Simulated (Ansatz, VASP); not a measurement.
# Cd in VASP and in Ansatz

```xyz
1
Lattice="0.0000 2.3332 2.3332 2.3332 0.0000 2.3332 2.3332 2.3332 0.0000" Properties=species:S:1:pos:R:3 pbc="T T T"
Cd    0.0000    0.0000    0.0000
```

Alike in both runs: task single point; functional BLYP; k mesh 13 × 13 × 13; occupations fermi-dirac, width 0.1 eV; no spin polarisation.

|  | VASP | Ansatz |
| --- | --- | --- |
| version | VASP 6.6.1 | Ansatz 0.2.0 |
| potentials or method | VASP PAW PBE potentials, release 64 (Cd), cutoff 520 eV | plane waves (420 eV) with PAW, scalar-relativistic |
| valence electrons in the cell | 12 | 20 |

|  | VASP | Ansatz | Ansatz less VASP |
| --- | --- | --- | --- |
| pressure (GPa) | 0.9 | 0.8 | -0.16 |

VASP's potentials were made for PBE, not for BLYP. VASP's potentials hold 12 valence electrons a cell and Ansatz's 20, so a difference there can come from the potentials and not from the codes.
